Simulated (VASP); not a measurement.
Here is a VASP 6.6.1 calculation.

INCAR

```
SYSTEM = Ti4O
PREC = Accurate
ENCUT = 520
EDIFF = 1E-6
ISMEAR = 0
SIGMA = 0.1
LREAL = .FALSE.
LASPH = .TRUE.
NELM = 100
ALGO = Normal
ISIF = 2
LWAVE = .FALSE.
LCHARG = .TRUE.
LDIPOL = .TRUE.
IDIPOL = 3
DIPOL = 0.5 0.5 0.497
GGA = PS
LELF = .TRUE.
LVHAR = .TRUE.
LVACPOTAV = .TRUE.
NBANDS = 35
```

File KPOINTS:

```
Automatic mesh
0
G
  12 12 1
  0 0 0
```

The input POSCAR:

```
Ti4O
1.0
    2.8679135954      0.0000000000      0.0000000000
   -1.4339567977      2.4836860295      0.0000000000
    0.0000000000      0.0000000000     26.0249249352
Ti O
4 1
Direct
    0.6666666667      0.3333333333      0.3266099719
    0.3333333333      0.6666666667      0.4165868556
    0.0000000000      0.0000000000      0.5080269110
    0.6666666667      0.3333333333      0.5921085072
    0.6666666667      0.6666666667      0.6432291106
```

Potentials or basis: VASP PAW PBE potentials, release 64 (Ti_sv, O).

Launch:

```sh
$ cat potpaw_PBE.64/Ti_sv/POTCAR potpaw_PBE.64/O/POTCAR > POTCAR
$ mpirun -np 1 vasp_std > vasp.out
```

Problem. Predict the band gap on the k mesh.

Solution. Zero (bands 27 and 28 overlap by 0.65 eV).

Problem. Predict the largest force.

Solution. 3.002 eV/Å.

Forces in eV/Å, atoms in the order of the input:
```
Ti   0.006  0.016  0.559
Ti   0.018  0.008 -0.511
Ti  -0.077  0.121 -1.152
Ti   1.486 -2.461  0.863
O   -1.432  2.317  0.241
```

Caveat: the PAW data sets were made with another functional, which shifts forces and pressure a little.
